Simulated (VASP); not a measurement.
Write the native input for VASP 6.6.1 that does the following.

- Task: single point
- Functional: PBE
- Potentials or basis: VASP PAW PBE potentials, release 64 (La, Sb, Pd)
- Cutoff: 520 eV
- k mesh: 8 × 8 × 6
- Occupations: gaussian, width 0.1 eV
- Spin: no spin polarisation
- Dipole correction: no
- Further INCAR settings: ALGO = Fast; EDIFF = 1e-06; NBANDS = 30

The structure of LaSb4Pd lies in POSCAR:

```
LaSb4Pd
1.0
    4.5385315022      0.0000000000      0.0000000000
    0.0000000000      4.5385315022      0.0000000000
    0.0000000000      0.0000000000      8.4716178923
La Sb Pd
1 4 1
Direct
    0.0000000000      0.0000000000      0.5000000000
    0.5000000000      0.0000000000      0.2078014814
    0.5000000000      0.0000000000      0.7921985186
    0.0000000000      0.5000000000      0.7921985186
    0.0000000000      0.5000000000      0.2078014814
    0.5000000000      0.5000000000      0.0000000000
```

The cell was built from a structure type or drawn by symmetry, and may not be a known phase.

These files were run (other wordings do the same):

INCAR

```
SYSTEM = LaSb4Pd
PREC = Accurate ; ENCUT = 520
EDIFF = 1E-6 ; ISMEAR = 0
SIGMA = 0.1 ; LREAL = .FALSE.
LASPH = .TRUE. ; NELM = 100
ALGO = Fast ; ISIF = 2
LWAVE = .FALSE. ; LCHARG = .TRUE.
GGA = PE ; LELF = .TRUE.
LVHAR = .TRUE. ; NBANDS = 30
```

KPOINTS

```
regular mesh
0
G
  8 8 6
  0 0 0
```

Potentials or basis: VASP PAW PBE potentials, release 64 (La, Sb, Pd).

The run is started by

```sh
$ cat potpaw_PBE.64/La/POTCAR potpaw_PBE.64/Sb/POTCAR potpaw_PBE.64/Pd/POTCAR > POTCAR
$ mpirun -np 1 vasp_std > vasp.out
```

It gave:

The pressure is -0.1 GPa and the largest force is 0.003 eV/Å. The band gap on the k mesh is zero (an odd number of electrons rules out a gap without spin polarisation).

Caveat: spin-orbit coupling is left out, which moves the levels of the heavy elements.

Run time: 9.6 min on 1 thread of Intel(R) Xeon(R) Platinum 8559C (Emerald Rapids) (shared host), peak memory 0.53 GiB.
